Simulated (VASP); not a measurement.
**Li: single point with PBEsol**

Crystal: Li.

```
Li
1.0
     3.05708    0.00000    0.00000
    -1.52854    2.64751    0.00000
     0.00000    0.00000    4.98684
Li
2
Direct
  0.33333 0.66667 0.25000
  0.66667 0.33333 0.75000
```

This isn't the form of Li at room conditions, which is bcc.

* Program: VASP 6.6.1
* Task: single point
* Functional: PBEsol
* Potentials or basis: VASP PAW PBE potentials, release 64 (Li_sv)
* Cutoff: 520 eV
* k mesh: 12 × 12 × 6
* Occupations: fermi-dirac, width 0.1 eV
* Spin: no spin polarisation

| Property | Result |
| --- | --- |
| Band gap on the k mesh | zero (bands 3 and 4 overlap by 4.61 eV) |

Levels at points of the mesh, in eV from the Fermi level:
```
           k point  band 1  band 2  band 3  band 4  band 5  band 6
(0.00, 0.00, 0.00)  -45.87  -45.85   -3.53    0.02    2.99   12.53
(0.50, 0.00, 0.00)  -45.85  -45.84   -0.05    1.08    4.73    5.89
(0.00, 0.00, 0.50)  -45.86  -45.86   -2.41   -2.41    8.06    8.06
(0.50, 0.00, 0.50)  -45.85  -45.85    0.71    0.71    3.55    3.55
```

Run time: 32 s on 1 thread of Intel Xeon 8259CL, with other jobs on the host, peak memory 0.16 GiB.
